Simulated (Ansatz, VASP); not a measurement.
## MgO in VASP and in Ansatz

Contents of INCAR:

```
SYSTEM = MgO
  PREC = Accurate
  ENCUT = 520
  EDIFF = 1E-6
  ISMEAR = 0
  SIGMA = 0.05
  LREAL = .False.
  LASPH = .True.
  NELM = 60
  ALGO = Normal
  ISIF = 2
  LWAVE = .False.
  LCHARG = .False.
  GGA = CA
  NBANDS = 11
```

KPOINTS

```
regular mesh
0
Gamma
  10 10 10
  0 0 0
```

File POSCAR:

```
MgO
1.0
    2.8983130506      0.0000000000      0.0000000000
   -1.4491565253      2.5100127300      0.0000000000
    0.0000000000      0.0000000000      2.6434636685
Mg O
1 1
Direct
    0.0000000000      0.0000000000      0.0000000000
    0.3333333333      0.6666666667      0.5000000000
```

The input input.yaml:

```yaml
crystal:
  lattice:
    - [2.8983130506, 0.0, 0.0]
    - [-1.4491565253, 2.51001273, 0.0]
    - [0.0, 0.0, 2.6434636685]
  atoms:
    - { symbol: Mg, position: [0.0, 0.0, 0.0] }
    - { symbol: O, position: [0.3333333333, 0.6666666667, 0.5] }
kpoints:
  mp_grid: { grid: [10, 10, 10] }
scf:
  occupations: { method: gaussian, width: 0.05 }
hamiltonian:
  xc: lda
  pseudopotentials: { kind: all_electron, lapw: { basis_error: 0.001 } }
output:
  forces: true
  stress: true
  eigenvalues: true
```

Change from the starting cell: volume scaled by 0.96.

Alike in both runs: task single point; functional LDA; k mesh 10 × 10 × 10; occupations gaussian, width 0.05 eV; no spin polarisation.

|  | VASP | Ansatz |
| --- | --- | --- |
| version | VASP 6.6.1 | Ansatz 0.2.0 |
| potentials or method | VASP PAW LDA potentials, release 64 (Mg, O), cutoff 520 eV | all-electron LAPW, scalar-relativistic |

VASP gave:

| Property | Result |
| --- | --- |
| gap on the k mesh at the Fermi level (eV) | 3.26 |
| least direct gap on the mesh (eV) | 3.67 |
| pressure (GPa) | -5.7 |
| traceless stress, the component that is largest in VASP (GPa) | -0.17 |

Problem. Estimate Ansatz's values.

Solution. gap on the k mesh at the Fermi level (eV): 3.26; least direct gap on the mesh (eV): 3.67; pressure (GPa): -3.8; traceless stress, the component that is largest in VASP (GPa): 0.11.

LDA's correlation is that of Perdew and Zunger in VASP and of Perdew and Wang (1992) in Ansatz. Ansatz ran all-electron here, and VASP with PAW potentials.
